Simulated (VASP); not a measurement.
# Se (R-3m) in VASP: relaxation of cell and atoms with PBEsol

Aim: the relaxation of cell and atoms of Se with PBEsol.

Everything below comes from runs of VASP 6.6.1. Logs are shortened: lines on timing, memory, paths and dates and some standing lists are left out, and cuts for length are marked.

### Step 1. The cell of the first run

Symmetry: R-3m, No. 166, trigonal system. The conventional cell has a = 2.927 Å, b = 2.927 Å, c = 7.756 Å, α = 90.00°, β = 90.00°, γ = 120.00°. Se (site symmetry 3m) has 6 Se at 1.97 to 2.31 Å within 2.6 Å.

### Step 2. Relaxation of cell and atoms, PBEsol, target pressure 290 GPa, at which the enthalpy is minimised

Input file INCAR:

```
PREC = Accurate ; ENCUT = 600
EDIFF = 1E-7 ; ISMEAR = -1
SIGMA = 0.08 ; LREAL = F
LASPH = T ; NELM = 100
ALGO = Normal ; ISIF = 3
LWAVE = F ; LCHARG = F
GGA = PS ; IBRION = 2
NSW = 60 ; EDIFFG = -0.005
PSTRESS = 2900.0
```

Input file KPOINTS:

```
Automatic mesh
0
Gamma
  15 15 15
```

Input file POSCAR:

```
Se
1.0
    1.4634008238     -0.8448948596      2.5853414554
    0.0000000000      1.6897897191      2.5853414554
   -1.4634008238     -0.8448948596      2.5853414554
Se
2
Direct
    0.2320000000      0.2320000000      0.2320000000
   -0.2320000000     -0.2320000000     -0.2320000000
```

Potentials or basis: VASP PAW PBE potentials, release 64 (Se).

Started as:

```console
$ cat potpaw_PBE.64/Se/POTCAR > POTCAR
$ mpirun -np 1 vasp_std > vasp.out
```

OUTCAR:

```text
PREC = Accurate
   ENCUT = 600
   EDIFF = 1E-7
   ISMEAR = -1
   LREAL = F
   LASPH = T
   NELM = 100
   ISIF = 3
   GGA = PS
   IBRION = 2
   NSW = 60
   EDIFFG = -0.005
   PSTRESS = 2900.0

 ion  position               nearest neighbor table
   1  0.232  0.232  0.232-   2 1.97   2 1.97   2 1.97   2 2.31   2 2.31   2 2.31
   2  0.768  0.768  0.768-   1 1.97   1 1.97   1 1.97   1 2.31   1 2.31   1 2.31

  LATTYP: Found a trigonal (rhomboedric) cell.
 ALAT       =     3.0885886317
 COS(alpha) =     0.5510102270

  Lattice vectors:

 A1 = (   1.4634008238,  -0.8448948596,   2.5853414554)
 A2 = (   0.0000000000,   1.6897897191,   2.5853414554)
 A3 = (  -1.4634008238,  -0.8448948596,   2.5853414554)

Analysis of symmetry for initial positions (statically):
=====================================================================
 Subroutine PRICEL returns:
 Original cell was already a primitive cell.

 Routine SETGRP: Setting up the symmetry group for a
 trigonal (rhombohedral) supercell.

 Subroutine GETGRP returns: Found 12 space group operations
 (whereof 12 operations were pure point group operations)
 out of a pool of 12 trial point group operations.

The static configuration has the point symmetry D_3d.

Analysis of symmetry for dynamics (positions and initial velocities):
=====================================================================
 Subroutine PRICEL returns:
 Original cell was already a primitive cell.

 Routine SETGRP: Setting up the symmetry group for a
 trigonal (rhombohedral) supercell.

 Subroutine GETGRP returns: Found 12 space group operations
 (whereof 12 operations were pure point group operations)
 out of a pool of 12 trial point group operations.

The dynamic configuration has the point symmetry D_3d.

 Subroutine INISYM returns: Found 12 space group operations
 (whereof 12 operations are pure point group operations),
 and found     1 'primitive' translations

----------------------------------------------------------------------------------------

                                     Primitive cell

  volume of cell :      19.1794

  direct lattice vectors                    reciprocal lattice vectors
     1.463400824 -0.844894860  2.585341455     0.341669891 -0.197263204  0.128932034
     0.000000000  1.689789719  2.585341455     0.000000000  0.394526407  0.128932034
    -1.463400824 -0.844894860  2.585341455    -0.341669891 -0.197263204  0.128932034

  length of vectors
     3.088588632  3.088588632  3.088588632     0.415059701  0.415059701  0.415059701

  position of ions in fractional coordinates (direct lattice)
     0.232000000  0.232000000  0.232000000
     0.768000000  0.768000000  0.768000000
[... 99 lines left out ...]
  Fermi-wavevector in a.u.,A,eV,Ry     =   1.400200  2.645995 26.675055  1.960561
  Thomas-Fermi vector in A             =   2.523184
   LORBIT       =      0    0 simple, 1 ext, 2 COOP (PROOUT), +10 PAW based schemes
   GGA     = PS    functional components
   LHFCALC =     F    Hartree Fock is set to
   AEXX    =    0.0000 exact exchange contribution
   IVDW    =     0    specifies the selected vdW correction
   LEPSILON=     F    determine dielectric tensor
   LRPA    =     F    only Hartree local field effects (RPA)
 conjugate gradient relaxation of ions
 non-spin polarized calculation
  energy-cutoff  :      600.00
  volume of cell :       19.18
 maximum number of plane-waves:       655
 NGX is ok and might be reduce to    28
   NGX = 13   NGY = 13   NGZ = 13

--------------------------------------- Ionic step        1  -------------------------------------------

 number of electron      11.9999999 magnetization

 Free energy of the ion-electron system (eV)
  ---------------------------------------------------
  ext. energy  EPLUGINS =         0.00000000
  ---------------------------------------------------
  free energy    TOTEN  =         7.07020534 eV

  energy without entropy =        7.08774009  energy(sigma->0) =        7.07897272

------------------------ aborting loop because EDIFF is reached ----------------------------------------

  FORCE on cell =-STRESS in cart. coord.  units (eV):
  Direction    XX          YY          ZZ          XY          YZ          ZX
  --------------------------------------------------------------------------------------
  -------------------------------------------------------------------------------------
  Total       44.0749204     44.0749204     38.8809403      0.0000000     -0.0000000      0.0000000
  in kB     3681.8576705   3681.8576707   3247.9715646      0.0000000     -0.0000000      0.0000000
  external PRESSURE =     637.2289686 kB  Pullay stress =    2900.0000000 kB
[... 25 lines left out ...]
--------------------------------------- Ionic step        2  -------------------------------------------

 number of electron      11.9999999 magnetization

 E-fermi :   9.2809     XC(G=0): -11.5633

 val. band max:        9.2737325527   @ k =  -0.2667   0.4667   0.1333
 cond. band min:       9.2821476407   @ k =   0.3333   0.2667   0.2000
 fundamental gap:      0.0084150880
 Fermi energy:         9.2809121116

 k-point     1 :       0.0000    0.0000    0.0000
  band No.  band energies     occupation
      1     -11.8038      2.00000
      2       2.1431      2.00000
      3       2.1431      2.00000
      4       2.3981      2.00000
      5       6.4190      2.00000
      6       8.8362      1.99232
      7       9.2828      0.98822
      8       9.2828      0.98822
      9      14.5684      0.00000
     10      16.2778      0.00000
[... 370 lines left out ...]
  energy  without entropy=       -0.3331216960  energy(sigma->0) =       -0.34437583

  enthalpy is  TOTEN    =        43.6228448109 eV   P V=       43.9784747804

[... ionic steps 4 to 42 ...]

--------------------------------------- Ionic step       43  -------------------------------------------

 number of electron      12.0000002 magnetization

------------------------ aborting loop because EDIFF is reached ----------------------------------------
[... 71 lines left out ...]
--------------------------------------- Ionic step       45  -------------------------------------------

 number of electron      12.0000002 magnetization

 Free energy of the ion-electron system (eV)
  ---------------------------------------------------
  ext. energy  EPLUGINS =         0.00000000
  ---------------------------------------------------
  free energy    TOTEN  =         2.83916083 eV

  energy without entropy =        2.85608224  energy(sigma->0) =        2.84762154

 E-fermi :  18.2466     XC(G=0): -14.4587

 val. band max:       18.2458657785   @ k =  -0.4000   0.1333   0.0000
 cond. band min:      18.2491564720   @ k =  -0.1333   0.2667   0.1333
 fundamental gap:      0.0032906935
 Fermi energy:        18.2465576304

 k-point     1 :       0.0000    0.0000    0.0000
  band No.  band energies     occupation
      1      -8.3167      2.00000
      2       1.2077      2.00000
      3       2.7257      2.00000
      4      23.8666      0.00000
      5      23.8666      0.00000
      6      27.7600      0.00000
      7      27.7600      0.00000
      8      28.0075      0.00000
      9      30.2807      0.00000
     10      30.2807      0.00000
[... 332 lines left out ...]
  energy  without entropy=        2.8560822416  energy(sigma->0) =        2.84762154

  enthalpy is  TOTEN    =        36.9562207651 eV   P V=       34.1170599354

 reached required accuracy - stopping structural energy minimisation
```

It took 35 min on 1 thread of Intel Xeon Platinum 8488C (Sapphire Rapids), shared host; peak memory 0.33 GiB.

Results:

| Property | Result |
| --- | --- |
| Free energy | 2.8392 eV |
| Relaxed volume | 9.42 Å³/atom |
| Relaxed cell | a = 4.094 Å, b = 4.094 Å, c = 4.094 Å, α = 33.73°, β = 33.73°, γ = 33.73° |
| Space group after relaxing (to 0.1 Å) | Fm-3m (No. 225) |
| Energy change on relaxing (the run minimises the enthalpy) | -2115.5 meV/atom |
| Ionic steps | 45 |
| Pressure after relaxing | 290.0 GPa |
| Band gap on the k mesh | zero (bands 6 and 7 overlap by 16.44 eV) |

Stress tensor (GPa, compression positive):
```
290.00   0.00   0.00
  0.00 290.00   0.00
  0.00   0.00 290.08
```

The path:
```csv
step,energy change (eV),largest force (eV/Å),pressure (GPa),volume (Å³)
1,0.0000,12.7274,353.72,19.18
3,-7.4258,7.5734,161.62,24.30
5,-3.7422,3.4986,277.29,20.26
7,-4.3848,1.8301,261.59,20.59
9,-3.1477,0.2299,295.13,19.84
11,-3.5261,2.4617,287.86,19.94
13,-3.7058,8.0144,286.42,19.99
15,-3.8060,8.3883,284.16,20.02
17,-4.1474,9.7667,277.42,20.10
19,-3.5099,13.5064,293.37,19.67
21,-4.5830,10.8435,269.11,20.01
23,-4.9145,7.8424,259.51,19.82
25,-4.1008,4.4785,291.72,18.92
27,-3.3545,2.8937,316.40,18.45
29,-3.9114,1.0997,300.04,18.70
31,-4.3298,0.0669,287.45,18.92
33,-4.0942,0.3619,294.53,18.78
35,-4.3951,0.1124,285.13,18.94
37,-4.3148,0.0872,287.46,18.90
39,-4.2291,0.0249,290.09,18.85
41,-4.2329,0.0124,289.97,18.85
43,-4.2307,0.0028,290.04,18.85
45,-4.2310,0.0016,290.03,18.85
```

Final structure:
```
Se
1.0
     1.18765   -0.68569    3.85756
     0.00000    1.37139    3.85756
    -1.18765   -0.68569    3.85756
Se
2
Direct
  0.25000 0.25000 0.25000
  0.75000 0.75000 0.75000
```

Caveat: the cell is relaxed towards a set pressure, so the run minimises the enthalpy, not the energy; a cell axis changed by over 15 % at a fixed basis, so the end point is rough; the PAW data sets were made with another functional, which shifts forces and pressure a little.
